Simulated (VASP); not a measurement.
# AlGa3N4 (R3m) in VASP: notebook, part 2 of 3

VASP 6.6.1. Earlier steps stand in the parts before.

## 3. Single point, LDA (10.84 Å³/atom)

INCAR

```
SYSTEM = AlGa3N4
PREC     = Accurate       ! precision mode
ENCUT    = 520            ! plane-wave cutoff, eV
EDIFF    = 1E-7           ! SCF threshold, eV
ISMEAR   = 0              ! smearing method
SIGMA    = 0.05           ! smearing width, eV
LREAL    = .False.        ! projectors in reciprocal space
LASPH    = .True.         ! aspherical terms in the spheres
NELM     = 60             ! most SCF steps
ALGO     = Normal         ! electronic algorithm
ISIF     = 2              ! what is computed and relaxed
LWAVE    = .False.        ! write WAVECAR
LCHARG   = .True.         ! write CHGCAR
LELF     = .True.         ! ELF
LVHAR    = .True.       
NBANDS   = 41             ! bands
```

KPOINTS

```
regular mesh
0
Gamma
  6 6 6
  0 0 0
```

POSCAR

```
AlGa3N4
1.0
    4.4308699728      0.1364203497      0.1364203497
    0.1364203497      4.4308699728      0.1364203497
    0.1364203497      0.1364203497      4.4308699728
Al Ga N
1 3 4
Direct
    0.0000000000      0.0000000000      0.0000000000
    0.5000000000      0.5000000000      0.0000000000
    0.5000000000      0.0000000000      0.5000000000
    0.0000000000      0.5000000000      0.5000000000
    0.7548078379      0.7548078379      0.2451921621
    0.7548078379      0.2451921621      0.7548078379
    0.2451921621      0.7548078379      0.7548078379
    0.2451921621      0.2451921621      0.2451921621
```

Potentials or basis: VASP PAW LDA potentials, release 64 (Al, Ga_d, N).

On the command line:

```console
$ cat potpaw_LDA.64/Al/POTCAR potpaw_LDA.64/Ga_d/POTCAR potpaw_LDA.64/N/POTCAR > POTCAR
$ mpirun -np 1 vasp_std > vasp.out
```

OUTCAR:

```text
SYSTEM = AlGa3N4
   PREC = Accurate
   ENCUT = 520
   EDIFF = 1E-7
   ISMEAR = 0
   LREAL = .False.
   LASPH = .True.
   NELM = 60
   ISIF = 2

 ion  position               nearest neighbor table
   1  0.000  0.000  0.000-   6 1.84   7 1.84   5 1.84   8 2.00   3 3.04   4 3.04   2 3.04   4 3.04
                             2 3.04   3 3.04
   2  0.500  0.500  0.000-   6 1.89   7 1.89   8 1.89   5 2.05   1 3.04   1 3.04
   3  0.500  0.000  0.500-   5 1.89   7 1.89   8 1.89   6 2.05   1 3.04   1 3.04
   4  0.000  0.500  0.500-   5 1.89   6 1.89   8 1.89   7 2.05   1 3.04   1 3.04
   5  0.755  0.755  0.245-   1 1.84   3 1.89   4 1.89   2 2.05
   6  0.755  0.245  0.755-   1 1.84   2 1.89   4 1.89   3 2.05
   7  0.245  0.755  0.755-   1 1.84   2 1.89   3 1.89   4 2.05
   8  0.245  0.245  0.245-   2 1.89   3 1.89   4 1.89   1 2.00

  LATTYP: Found a trigonal (rhomboedric) cell.
 ALAT       =     4.4350681775
 COS(alpha) =     0.0624068531

  Lattice vectors:

 A1 = (   4.4308699728,   0.1364203497,   0.1364203497)
 A2 = (   0.1364203497,   4.4308699728,   0.1364203497)
 A3 = (   0.1364203497,   0.1364203497,   4.4308699728)

Analysis of symmetry for initial positions (statically):
=====================================================================
 Subroutine PRICEL returns:
 Original cell was already a primitive cell.

 Routine SETGRP: Setting up the symmetry group for a
 trigonal (rhombohedral) supercell.

 Subroutine GETGRP returns: Found  6 space group operations
 (whereof  6 operations were pure point group operations)
 out of a pool of 12 trial point group operations.

The static configuration has the point symmetry C_3v.

Analysis of symmetry for dynamics (positions and initial velocities):
=====================================================================
 Subroutine PRICEL returns:
 Original cell was already a primitive cell.

 Routine SETGRP: Setting up the symmetry group for a
 trigonal (rhombohedral) supercell.

 Subroutine GETGRP returns: Found  6 space group operations
 (whereof  6 operations were pure point group operations)
 out of a pool of 12 trial point group operations.

The dynamic configuration has the point symmetry C_3v.

 Subroutine INISYM returns: Found  6 space group operations
 (whereof  6 operations are pure point group operations),
 and found     1 'primitive' translations

----------------------------------------------------------------------------------------

                                     Primitive cell

  volume of cell :      86.7472

  direct lattice vectors                    reciprocal lattice vectors
     4.430869973  0.136420350  0.136420350     0.226105177 -0.006753533 -0.006753533
     0.136420350  4.430869973  0.136420350    -0.006753533  0.226105177 -0.006753533
     0.136420350  0.136420350  4.430869973    -0.006753533 -0.006753533  0.226105177

  length of vectors
     4.435068178  4.435068178  4.435068178     0.226306808  0.226306808  0.226306808

  position of ions in fractional coordinates (direct lattice)
     0.000000000  0.000000000  0.000000000
     0.500000000  0.500000000  0.000000000
     0.500000000  1.000000000  0.500000000
     1.000000000  0.500000000  0.500000000
     0.754807838  0.754807838  0.245192162
     0.754807838  0.245192162  0.754807838
     0.245192162  0.754807838  0.754807838
     0.245192162  0.245192162  0.245192162

  ion indices of the primitive-cell ions
   primitive index   ion index
[... 62 lines left out ...]
   k-points           NKPTS =     32   k-points in BZ     NKDIM =     32   number of bands    NBANDS=     41
   number of dos      NEDOS =    301   number of ions     NIONS =      8
   total plane-waves  NPLWV =  46656
   dimension x,y,z NGX =    36 NGY =   36 NGZ =   36
   dimension x,y,z NGXF=    72 NGYF=   72 NGZF=   72
   ions per type =               1   3   4
   NGX,Y,Z   is equivalent  to a cutoff of  13.49, 13.49, 13.49 a.u.
   NGXF,Y,Z  is equivalent  to a cutoff of  26.99, 26.99, 26.99 a.u.
 SYSTEM =  AlGa3N4
   PREC   = accura    normal or accurate (medium, high low for compatibility)
   ISTART =      0    job   : 0-new  1-cont  2-samecut
   ICHARG =      2    charge: 1-file 2-atom 10-const
   ISPIN  =      1    spin polarized calculation?
   LNONCOLLINEAR =      F non collinear calculations
   LSORBIT =      F    spin-orbit coupling
   LASPH  =      T    aspherical Exc in radial PAW
   ENCUT  =  520.0 eV  38.22 Ry    6.18 a.u.   8.25  8.25  8.25*2*pi/ulx,y,z
   NELM   =     60;   NELMIN=  2; NELMDL= -5     # of ELM steps
   EDIFF  = 0.1E-06   stopping-criterion for ELM
   LREAL  =      F    real-space projection
   EDIFFG = 0.1E-05   stopping-criterion for IOM
   NSW    =      0    number of steps for IOM
   IBRION =     -1    ionic relax: 0-MD 1-quasi-New 2-CG
   NFREE  =      0    steps in history (QN), initial steepest desc. (CG)
   ISIF   =      2    stress and relaxation
   ISYM   =      2    0-nonsym 1-usesym 2-fastsym
   POTIM  = 0.5000    time-step for ionic-motion
   TEBEG  =    0.0;   TEEND  =   0.0 temperature during run
   PSTRESS=    0.0 pullay stress
   NELECT =      62.0000    total number of electrons
   NUPDOWN=      -1.0000    fix difference up-down
   EMIN   =  10.00;   EMAX   =-10.00  energy-range for DOS
   EFERMI =   0.00;   METHOD = LEGACY
   ISMEAR =     0;   SIGMA  =   0.05  broadening in eV -4-tet -1-fermi 0-gaus
   EFERMI_NEDOS =   21; number of points for ismear=-14 and -15
   IALGO  =     38    algorithm
   IMIX   =      4    mixing-type and parameters
     AMIX     =   0.40;   BMIX     =  1.00
     AMIX_MAG =   1.60;   BMIX_MAG =  1.00
  volume/ion in A,a.u.               =      10.84        73.17
  Fermi-wavevector in a.u.,A,eV,Ry     =   1.463705  2.766001 29.149556  2.142432
  Thomas-Fermi vector in A             =   2.579768
   LORBIT       =      0    0 simple, 1 ext, 2 COOP (PROOUT), +10 PAW based schemes
   GGA     = CA    functional components
   LHFCALC =     F    Hartree Fock is set to
   AEXX    =    0.0000 exact exchange contribution
   IVDW    =     0    specifies the selected vdW correction
   LEPSILON=     F    determine dielectric tensor
   LRPA    =     F    only Hartree local field effects (RPA)
 non-spin polarized calculation
 Gauss-broadening in eV      SIGMA  =   0.05
  energy-cutoff  :      520.00
  volume of cell :       86.75
 maximum number of plane-waves:      2365
 NGX is ok and might be reduce to    36
   NGX = 17   NGY = 17   NGZ = 17

 number of electron      61.9999956 magnetization

 Free energy of the ion-electron system (eV)
  ---------------------------------------------------
  ext. energy  EPLUGINS =         0.00000000
  ---------------------------------------------------
  free energy    TOTEN  =       -57.58716824 eV

  energy without entropy =      -57.58716824  energy(sigma->0) =      -57.58716824

 E-fermi :   5.9287     XC(G=0): -12.0776

 val. band max:        5.6422409508   @ k =   0.0000   0.0000   0.0000
 cond. band min:       7.7990013478   @ k =   0.0000   0.0000   0.0000
 fundamental gap:      2.1567603970
 Fermi energy:         5.9286858686

 k-point     1 :       0.0000    0.0000    0.0000
  band No.  band energies     occupation
      1     -10.3402      2.00000
      2      -9.1413      2.00000
      3      -9.0106      2.00000
      4      -9.0106      2.00000
      5      -7.8283      2.00000
      6      -7.8003      2.00000
[... 1045 lines left out ...]
     40      15.5949      0.00000
     41      15.8334      0.00000

 [... further k-points ...]

------------------------ aborting loop because EDIFF is reached ----------------------------------------

  FORCE on cell =-STRESS in cart. coord.  units (eV):
  Direction    XX          YY          ZZ          XY          YZ          ZX
  --------------------------------------------------------------------------------------
  -------------------------------------------------------------------------------------
  Total        1.8012439      1.8012439      1.8012439     -6.5400499     -6.5400499     -6.5400499
  in kB       33.2680606     33.2680606     33.2680606   -120.7914004   -120.7914004   -120.7914004
  external PRESSURE =      33.2680606 kB  Pullay stress =       0.0000000 kB

 VOLUME and BASIS-vectors are now :
 -----------------------------------------------------------------------------
  energy-cutoff  :      520.00
  volume of cell :       86.75
      direct lattice vectors                 reciprocal lattice vectors
     4.430869973  0.136420350  0.136420350     0.226105177 -0.006753533 -0.006753533
     0.136420350  4.430869973  0.136420350    -0.006753533  0.226105177 -0.006753533
     0.136420350  0.136420350  4.430869973    -0.006753533 -0.006753533  0.226105177

 POSITION                                       TOTAL-FORCE (eV/Angst)
 -----------------------------------------------------------------------------------
      0.00000      0.00000      0.00000         0.382252      0.382252      0.382252
      2.28365      2.28365      0.13642         0.389759      0.389759      0.376539
      2.28365      0.13642      2.28365         0.389759      0.376539      0.389759
      0.13642      2.28365      2.28365         0.376539      0.389759      0.389759
      3.48088      3.48088      1.29236        -0.356426     -0.356426     -0.362300
      3.48088      1.29236      3.48088        -0.356426     -0.362300     -0.356426
      1.29236      3.48088      3.48088        -0.362300     -0.356426     -0.356426
      1.15331      1.15331      1.15331        -0.463159     -0.463159     -0.463159
 -----------------------------------------------------------------------------------
    total drift:                                0.000085      0.000085      0.000085

  FREE ENERGIE OF THE ION-ELECTRON SYSTEM (eV)
  ---------------------------------------------------
  free  energy   TOTEN  =       -57.5871682374 eV

  energy  without entropy=      -57.5871682374  energy(sigma->0) =      -57.58716824
```

It took 56 s on 1 thread of AMD EPYC 9R45 (Zen 5), shared host; peak memory 0.2 GiB.

Results:

```yaml
Free_energy: -57.5872 eV
Pressure: 3.3 GPa
Largest_force: 0.802 eV/Å
Band_gap_on_the_k_mesh: 2.16 eV
```

Forces on the atoms (eV/Å):
```
Al   0.382  0.382  0.382
Ga   0.390  0.390  0.377
Ga   0.390  0.377  0.390
Ga   0.377  0.390  0.390
N   -0.356 -0.356 -0.362
N   -0.356 -0.362 -0.356
N   -0.362 -0.356 -0.356
N   -0.463 -0.463 -0.463
```

Stress tensor (GPa, compression positive):
```
  3.33 -12.08 -12.08
-12.08   3.33 -12.08
-12.08 -12.08   3.33
```

Caveat: the cell stands under pressure.

## 4. Single point, LDA (10.84 Å³/atom)

INCAR

```
SYSTEM = AlGa3N4
PREC = Accurate
ENCUT = 520
EDIFF = 1E-7
ISMEAR = 0
SIGMA = 0.05
LREAL = .False.
LASPH = .True.
NELM = 60
ALGO = Normal
ISIF = 2
LWAVE = .False.
LCHARG = .False.
GGA = CA
NBANDS = 41
```

KPOINTS is that of step 3.

POSCAR, as its differences from that of step 3:

```diff
@@ -2,5 +2,5 @@
 1.0
-    4.4308699728      0.1364203497      0.1364203497
-    0.1364203497      4.4308699728      0.1364203497
-    0.1364203497      0.1364203497      4.4308699728
+    4.4277734513      0.0675829527      0.0675829527
+    0.0675829527      4.4277734513      0.0675829527
+    0.0675829527      0.0675829527      4.4277734513
 Al Ga N
```

Potentials or basis: VASP PAW LDA potentials, release 64 (Al, Ga_d, N).

On the command line:

```console
$ cat potpaw_LDA.64/Al/POTCAR potpaw_LDA.64/Ga_d/POTCAR potpaw_LDA.64/N/POTCAR > POTCAR
$ mpirun -np 1 vasp_std > vasp.out
```

OUTCAR:

```text
SYSTEM = AlGa3N4
   PREC = Accurate
   ENCUT = 520
   EDIFF = 1E-7
   ISMEAR = 0
   LREAL = .False.
   LASPH = .True.
   NELM = 60
   ISIF = 2
   GGA = CA

 ion  position               nearest neighbor table
   1  0.000  0.000  0.000-   5 1.86   6 1.86   7 1.86   8 1.94   3 3.08   4 3.08   2 3.08   4 3.08
                             2 3.08   3 3.08
   2  0.500  0.500  0.000-   6 1.91   7 1.91   8 1.91   5 1.99   1 3.08   1 3.08
   3  0.500  0.000  0.500-   5 1.91   7 1.91   8 1.91   6 1.99   1 3.08   1 3.08
   4  0.000  0.500  0.500-   5 1.91   6 1.91   8 1.91   7 1.99   1 3.08   1 3.08
   5  0.755  0.755  0.245-   1 1.86   3 1.91   4 1.91   2 1.99
   6  0.755  0.245  0.755-   1 1.86   2 1.91   4 1.91   3 1.99
[... 1272 lines left out ...]
  in kB       16.0386697     16.0386697     16.0386697    -62.7603172    -62.7603172    -62.7603172
  external PRESSURE =      16.0386697 kB  Pullay stress =       0.0000000 kB

 VOLUME and BASIS-vectors are now :
 -----------------------------------------------------------------------------
  energy-cutoff  :      520.00
  volume of cell :       86.75
      direct lattice vectors                 reciprocal lattice vectors
     4.427773451  0.067582953  0.067582953     0.225950844 -0.003396933 -0.003396933
     0.067582953  4.427773451  0.067582953    -0.003396933  0.225950844 -0.003396933
     0.067582953  0.067582953  4.427773451    -0.003396933 -0.003396933  0.225950844

 POSITION                                       TOTAL-FORCE (eV/Angst)
 -----------------------------------------------------------------------------------
      0.00000      0.00000      0.00000         0.235777      0.235777      0.235777
      2.24768      2.24768      0.06758         0.243520      0.243520      0.229557
      2.24768      0.06758      2.24768         0.243520      0.229557      0.243520
      0.06758      2.24768      2.24768         0.229557      0.243520      0.243520
      3.40970      3.40970      1.18768        -0.217399     -0.217399     -0.232054
      3.40970      1.18768      3.40970        -0.217399     -0.232054     -0.217399
      1.18768      3.40970      3.40970        -0.232054     -0.217399     -0.217399
      1.11880      1.11880      1.11880        -0.285522     -0.285522     -0.285522
 -----------------------------------------------------------------------------------
    total drift:                                0.000170      0.000170      0.000171

  FREE ENERGIE OF THE ION-ELECTRON SYSTEM (eV)
  ---------------------------------------------------
  free  energy   TOTEN  =       -58.0420751441 eV

  energy  without entropy=      -58.0420751441  energy(sigma->0) =      -58.04207514
```

stdout:

```text
POSCAR found type information on POSCAR AlGaN
 POSCAR found :  3 types and       8 ions
 scaLAPACK will be used
 LDA part: xc-table for (Slater(with rela. corr.)+CA(PZ))
 , standard interpolation
 POSCAR, INCAR and KPOINTS ok, starting setup
 FFT: planning ... GRIDC
 FFT: planning ... GRID_SOFT
 FFT: planning ... GRID
 WAVECAR not read
 entering main loop
```

It took 55 s on 1 thread of AMD EPYC 9R45 (Zen 5), shared host; peak memory 0.2 GiB.

Results:

- Free energy: -58.0421 eV
- Pressure: 1.6 GPa
- Largest force: 0.495 eV/Å
- Band gap on the k mesh: 2.44 eV

Forces in eV/Å, atoms in the order of the input:
```
Al   0.236  0.236  0.236
Ga   0.244  0.244  0.230
Ga   0.244  0.230  0.244
Ga   0.230  0.244  0.244
N   -0.217 -0.217 -0.232
N   -0.217 -0.232 -0.217
N   -0.232 -0.217 -0.217
N   -0.286 -0.286 -0.286
```

Stress tensor (GPa, compression positive):
```
 1.60 -6.28 -6.28
-6.28  1.60 -6.28
-6.28 -6.28  1.60
```

[end of part 2 of 3]
